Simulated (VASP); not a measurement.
# Al2Au (Fm-3m) in VASP: further runs, part 2 of 2

VASP 6.6.1. Earlier steps stand in the parts before.

## Step 3: Single point, r2SCAN, non-collinear spin, zero start, spin-orbit coupling

Contents of POSCAR:

```
Al2Au
1.0
    0.0000000000      3.0000000000      3.0000000000
    3.0000000000      0.0000000000      3.0000000000
    3.0000000000      3.0000000000      0.0000000000
Au Al
1 2
Direct
    0.0000000000      0.0000000000      0.0000000000
    0.7500000000      0.7500000000      0.7500000000
    0.2500000000      0.2500000000      0.2500000000
```

Contents of INCAR.step1:

```
PREC = Accurate ; ENCUT = 520
ISMEAR = -1 ; SIGMA = 0.05
LREAL = F ; LASPH = T
NELM = 150 ; MAGMOM = 0 0 0 0 0 0 0 0 0
LSORBIT = T ; GGA_COMPAT = F
LMAXMIX = 4 ; NBANDS = 30
GGA = PE ; ALGO = Normal
EDIFF = 1E-4 ; LWAVE = T
LCHARG = F
```

Contents of INCAR.step2:

```
PREC = Accurate ; ENCUT = 520
EDIFF = 1E-6 ; ISMEAR = -1
SIGMA = 0.05 ; LREAL = F
LASPH = T ; NELM = 150
ALGO = Normal ; ISIF = 2
LWAVE = F ; LCHARG = T
MAGMOM = 0 0 0 0 0 0 0 0 0 ; LORBIT = 11
LSORBIT = T ; GGA_COMPAT = F
LORBMOM = T ; LMAXMIX = 4
METAGGA = R2SCAN ; LMIXTAU = T
LVHAR = T ; NBANDS = 30
ISTART = 1
```

Contents of KPOINTS:

```
regular mesh
0
Gamma
  8 8 8
```

Potentials or basis: VASP PAW PBE potentials, release 64 (Au, Al).

Run with:

```sh
$ cat potpaw_PBE.64/Au/POTCAR potpaw_PBE.64/Al/POTCAR > POTCAR
$ cp INCAR.step1 INCAR
$ mpirun -np 1 vasp_ncl > vasp.out
$ cp INCAR.step2 INCAR
$ mpirun -np 1 vasp_ncl > vasp.out
```

OUTCAR:

```text
PREC = Accurate
   ENCUT = 520
   EDIFF = 1E-6
   ISMEAR = -1
   LREAL = F
   LASPH = T
   NELM = 150
   ISIF = 2
   LORBIT = 11
   LSORBIT = T
   METAGGA = R2SCAN
   ISTART = 1

 ion  position               nearest neighbor table
   1  0.000  0.000  0.000-   2 2.60   2 2.60   2 2.60   2 2.60   3 2.60   3 2.60   3 2.60   3 2.60

   2  0.750  0.750  0.750-   1 2.60   1 2.60   1 2.60   1 2.60   3 3.00   3 3.00   3 3.00   3 3.00
                             3 3.00   3 3.00
   3  0.250  0.250  0.250-   1 2.60   1 2.60   1 2.60   1 2.60   2 3.00   2 3.00   2 3.00   2 3.00
                             2 3.00   2 3.00

  LATTYP: Found a face centered cubic cell.
 ALAT       =     6.0000000000

  Lattice vectors:

 A1 = (   0.0000000000,   3.0000000000,   3.0000000000)
 A2 = (   3.0000000000,   0.0000000000,   3.0000000000)
 A3 = (   3.0000000000,   3.0000000000,   0.0000000000)

Analysis of symmetry for initial positions (statically):
=====================================================================
 Subroutine PRICEL returns:
 Original cell was already a primitive cell.

 Routine SETGRP: Setting up the symmetry group for a
 face centered cubic supercell.

 Subroutine GETGRP returns: Found 48 space group operations
 (whereof 48 operations were pure point group operations)
 out of a pool of 48 trial point group operations.

The static configuration has the point symmetry O_h .

Analysis of symmetry for dynamics (positions and initial velocities):
=====================================================================
 Subroutine PRICEL returns:
 Original cell was already a primitive cell.

 Routine SETGRP: Setting up the symmetry group for a
 face centered cubic supercell.

 Subroutine GETGRP returns: Found 48 space group operations
 (whereof 48 operations were pure point group operations)
 out of a pool of 48 trial point group operations.

The dynamic configuration has the point symmetry O_h .

Analysis of structural, dynamic, and magnetic symmetry:
=====================================================================
 Subroutine PRICEL returns:
 Original cell was already a primitive cell.

 Routine SETGRP: Setting up the symmetry group for a
 face centered cubic supercell.

 Subroutine GETGRP returns: Found 48 space group operations
 (whereof 48 operations were pure point group operations)
 out of a pool of 48 trial point group operations.

The overall configuration has the point symmetry O_h .

 Subroutine INISYM returns: Found 48 space group operations
 (whereof 48 operations are pure point group operations),
 and found     1 'primitive' translations

----------------------------------------------------------------------------------------

                                     Primitive cell

  volume of cell :      54.0000

  direct lattice vectors                    reciprocal lattice vectors
     0.000000000  3.000000000  3.000000000    -0.166666667  0.166666667  0.166666667
     3.000000000  0.000000000  3.000000000     0.166666667 -0.166666667  0.166666667
     3.000000000  3.000000000  0.000000000     0.166666667  0.166666667 -0.166666667

  length of vectors
[... 918 lines left out ...]
  Direction    XX          YY          ZZ          XY          YZ          ZX
  --------------------------------------------------------------------------------------
  -------------------------------------------------------------------------------------
  Total       -0.1380913     -0.1380913     -0.1380913     -0.0000000      0.0000000      0.0000000
  in kB       -4.0971619     -4.0971619     -4.0971619     -0.0000000      0.0000000      0.0000000
  external PRESSURE =      -4.0971619 kB  Pullay stress =       0.0000000 kB

 VOLUME and BASIS-vectors are now :
 -----------------------------------------------------------------------------
  energy-cutoff  :      520.00
  volume of cell :       54.00
      direct lattice vectors                 reciprocal lattice vectors
     0.000000000  3.000000000  3.000000000    -0.166666667  0.166666667  0.166666667
     3.000000000  0.000000000  3.000000000     0.166666667 -0.166666667  0.166666667
     3.000000000  3.000000000  0.000000000     0.166666667  0.166666667 -0.166666667

 POSITION                                       TOTAL-FORCE (eV/Angst)
 -----------------------------------------------------------------------------------
      0.00000      0.00000      0.00000        -0.000000     -0.000000      0.000000
      4.50000      4.50000      4.50000        -0.000000     -0.000000     -0.000000
      1.50000      1.50000      1.50000         0.000000      0.000000      0.000000
 -----------------------------------------------------------------------------------
    total drift:                                0.000000     -0.000000     -0.000000

  FREE ENERGIE OF THE ION-ELECTRON SYSTEM (eV)
  ---------------------------------------------------
  free  energy   TOTEN  =       -65.9235892910 eV

  energy  without entropy=      -65.9195549905  energy(sigma->0) =      -65.92157214

 orbital moment (x)

 # of ion     p       d       tot
 ----------------------------------------
  1         0.000  -0.000  -0.000
  2         0.000   0.000   0.000
  3         0.000   0.000   0.000
 ----------------------------------------
            0.000  -0.000   0.000

 orbital moment (y)

 # of ion     p       d       tot
 ----------------------------------------
  1         0.000   0.000   0.000
  2        -0.000   0.000  -0.000
  3         0.000   0.000   0.000
 ----------------------------------------
            0.000   0.000   0.000

 orbital moment (z)

 # of ion     p       d       tot
 ----------------------------------------
  1        -0.000   0.000  -0.000
  2        -0.000   0.000  -0.000
  3         0.000   0.000   0.000
 ----------------------------------------
           -0.000   0.000  -0.000

 Spin-Orbit-Coupling matrix elements

 Ion:    1  E_soc:     -0.7408153
 l=   1
     0.0000000    -0.0581614    -0.0581614
    -0.0581614     0.0000000    -0.0581614
    -0.0581614    -0.0581614     0.0000000
 l=   2
     0.0000000    -0.0133381     0.0000000    -0.0133381    -0.0519697
    -0.0133381     0.0000000    -0.0389773    -0.0133381    -0.0129924
     0.0000000    -0.0389773     0.0000000    -0.0389773     0.0000000
    -0.0133381    -0.0133381    -0.0389773     0.0000000    -0.0129924
    -0.0519697    -0.0129924     0.0000000    -0.0129924     0.0000000
 l=   3
     0.0000000     0.0000000     0.0000000     0.0000000     0.0000000     0.0000000     0.0000000
     0.0000000     0.0000000     0.0000000     0.0000000     0.0000000     0.0000000     0.0000000
     0.0000000     0.0000000     0.0000000     0.0000000     0.0000000     0.0000000     0.0000000
     0.0000000     0.0000000     0.0000000     0.0000000     0.0000000     0.0000000     0.0000000
[... 29 lines left out ...]
 l=   2
     0.0000000     0.0000000     0.0000000     0.0000000     0.0000000
     0.0000000     0.0000000     0.0000000     0.0000000     0.0000000
     0.0000000     0.0000000     0.0000000     0.0000000     0.0000000
     0.0000000     0.0000000     0.0000000     0.0000000     0.0000000
     0.0000000     0.0000000     0.0000000     0.0000000     0.0000000
 l=   3
     0.0000000     0.0000000     0.0000000     0.0000000     0.0000000     0.0000000     0.0000000
     0.0000000     0.0000000     0.0000000     0.0000000     0.0000000     0.0000000     0.0000000
     0.0000000     0.0000000     0.0000000     0.0000000     0.0000000     0.0000000     0.0000000
     0.0000000     0.0000000     0.0000000     0.0000000     0.0000000     0.0000000     0.0000000
     0.0000000     0.0000000     0.0000000     0.0000000     0.0000000     0.0000000     0.0000000
     0.0000000     0.0000000     0.0000000     0.0000000     0.0000000     0.0000000     0.0000000
     0.0000000     0.0000000     0.0000000     0.0000000     0.0000000     0.0000000     0.0000000

 total charge

# of ion       s       p       d       tot
------------------------------------------
    1        0.758   0.754   8.516  10.028
    2        0.388   0.371   0.000   0.758
    3        0.388   0.371   0.000   0.758
--------------------------------------------------
tot          1.533   1.495   8.516  11.545

 magnetization (x)

# of ion       s       p       d       tot
------------------------------------------
    1        0.000  -0.000   0.000  -0.000
    2        0.000   0.000   0.000   0.000
    3        0.000   0.000   0.000   0.000
--------------------------------------------------
tot          0.000   0.000   0.000   0.000

 magnetization (y)

# of ion       s       p       d       tot
------------------------------------------
    1       -0.000   0.000   0.000  -0.000
    2        0.000   0.000   0.000   0.000
    3        0.000   0.000   0.000   0.000
--------------------------------------------------
tot         -0.000   0.000   0.000  -0.000

 magnetization (z)

# of ion       s       p       d       tot
------------------------------------------
    1       -0.000   0.000   0.000  -0.000
    2       -0.000   0.000   0.000   0.000
    3        0.000   0.000   0.000   0.000
--------------------------------------------------
tot          0.000   0.000   0.000   0.000
```

Wall time 12 min (1 thread of Intel Xeon 8259CL, shared host); peak memory 0.41 GiB.

What came out:

- Free energy: -65.9236 eV
- Pressure: -0.4 GPa
- Net moment: 0.00 μB per cell
- Valence electrons inside the program's atomic spheres: Au 10.03; Al 0.76

Moments on the atoms (μB; x, y, z):
```
Au  0.00 0.00 0.00
Al  0.00 0.00 0.00
Al  0.00 0.00 0.00
```

Caveat: the PAW data sets were made with another functional, which shifts forces and pressure a little.
